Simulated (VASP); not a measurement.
Set up this calculation in VASP 6.6.1, as the native input.

| Quantity | Value |
| --- | --- |
| Task | single point |
| Functional | PBE |
| Potentials or basis | VASP PAW PBE potentials, release 64 (Be, Li_sv) |
| Cutoff | 520 eV |
| k mesh | 5 × 5 × 3 |
| Occupations | gaussian, width 0.05 eV |
| Spin | no spin polarisation |
| Dipole correction | no |
| Further INCAR settings | LREAL = Auto; ALGO = Normal; EDIFF = 1e-07; NBANDS = 32 |

The structure of LiBe16 (a cell with a defect) lies in POSCAR:

```
LiBe16
1.0
   -2.2900000000     -3.9663960000      0.0000000000
    3.4350000000     -1.9831980000      0.0000000000
    0.0000000000      0.0000000000      7.1768600000
Be Li
16 1
Direct
    0.7513992577      0.5084469578     -0.0013820807
    0.4974960681      0.3280457048      0.2270761865
    0.8117062254      0.4983403948      0.5305477604
    0.5035684238      0.3642476537      0.7482822571
    0.4970002282      0.0104988421     -0.0235550087
    0.2396755883      0.8736993005      0.2082548635
    0.5897414862      0.0937106269      0.4867729063
    0.2448421875      0.8651556359      0.7207359486
    0.2455494856      0.5017363383     -0.0026429386
   -0.0045422631      0.3596914752      0.2707305145
    0.2111061719      0.2931589909      0.5347784407
   -0.0077455876      0.3472185166      0.7735185025
   -0.0041037175      0.0003640427     -0.0176826634
    0.7383501589      0.8457062195      0.2212099720
   -0.0043702325     -0.0854730225      0.4544185061
    0.7517670150      0.8539980974      0.7387048096
    0.4246524235      0.6684160261      0.4444187291
```

These files were run (other wordings do the same):

INCAR

```
SYSTEM = LiBe16
  PREC = Accurate
  ENCUT = 520
  EDIFF = 1E-7
  ISMEAR = 0
  SIGMA = 0.05
  LREAL = Auto
  LASPH = .True.
  NELM = 100
  ALGO = Normal
  ISIF = 2
  LWAVE = .False.
  LCHARG = .True.
  GGA = PE
  LELF = .True.
  LVHAR = .True.
  NBANDS = 32
```

KPOINTS

```
regular mesh
0
Gamma
  5 5 3
  0 0 0
```

Potentials or basis: VASP PAW PBE potentials, release 64 (Be, Li_sv).

Launch:

```sh
$ cat potpaw_PBE.64/Be/POTCAR potpaw_PBE.64/Li_sv/POTCAR > POTCAR
$ mpirun -np 1 vasp_std > vasp.out
```

Results of the run:

```
Largest force          : 0.466 eV/Å
Band gap on the k mesh : zero (an odd number of electrons rules out a gap without spin polarisation)
```

Run time: 3 min on 1 thread of Intel(R) Xeon(R) 6975P-C (Granite Rapids), with other jobs on the host, peak memory 0.27 GiB.
